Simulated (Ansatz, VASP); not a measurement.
**Si in VASP and in Ansatz**

The input INCAR:

```
SYSTEM = Si
ALGO = Normal
EDIFF = 1E-7
ENCUT = 520
ISIF = 2
ISMEAR = 0
LASPH = .True.
LCHARG = .False.
LREAL = .False.
LWAVE = .False.
NBANDS = 16
NELM = 60
PREC = Accurate
SIGMA = 0.03
```

The input KPOINTS:

```
k-points
0
Gamma
  12 12 6
  0 0 0
```

File POSCAR:

```
Si
1.0
    3.8313174605      0.0000000000      0.0000000000
   -1.9156587303      3.3180182508      0.0000000000
    0.0000000000      0.0000000000      6.3326220002
Si
4
Direct
    0.2429179175      0.4858358349      0.1103832419
    0.6666666667      0.3333333333      0.5630095000
    0.3333333333      0.6666666667      0.4369905000
    0.6666666667      0.3333333333      0.9369905000
```

Input for Ansatz:

```yaml
crystal:
  lattice:
    - [3.8313174605, 0.0, 0.0]
    - [-1.9156587303, 3.3180182508, 0.0]
    - [0.0, 0.0, 6.3326220002]
  atoms:
    - { symbol: Si, position: [0.2429179175, 0.4858358349, 0.1103832419] }
    - { symbol: Si, position: [0.6666666667, 0.3333333333, 0.5630095] }
    - { symbol: Si, position: [0.3333333333, 0.6666666667, 0.4369905] }
    - { symbol: Si, position: [0.6666666667, 0.3333333333, 0.9369905] }
basis:
  ecutwfc: 420
kpoints:
  mp_grid: { grid: [12, 12, 6] }
hamiltonian:
  xc: lda
scf:
  occupations: { method: gaussian, width: 0.03 }
output:
  forces: true
  stress: true
  eigenvalues: true
```

Alike in both runs: task single point; functional LDA; k mesh 12 × 12 × 6; occupations gaussian, width 0.03 eV; no spin polarisation.

```csv
,VASP,Ansatz
version,VASP 6.6.1,Ansatz 0.2.0
potentials or method,"VASP PAW LDA potentials, release 64 (Si), cutoff 520 eV","scalar-relativistic, plane waves, PAW"
valence electrons in the cell,16,16
```

|  | VASP | Ansatz | Ansatz less VASP |
| --- | --- | --- | --- |
| gap on the k mesh at the Fermi level (eV) | none | none | - |
| pressure (GPa) | 0.5 | 0.4 | -0.03 |
| traceless stress, the component that is largest in VASP (GPa) | 4.57 | 4.56 | -0.006 |
| rms of the force components (eV/Å) | 1.064 | 1.063 | -0.0012 |

LDA's correlation is that of Perdew and Zunger in VASP and of Perdew and Wang (1992) in Ansatz. Atom by atom the forces differ by 0.002 eV/Å (rms over components). A gap of «none» marks a metal or a gap that the smearing closes.
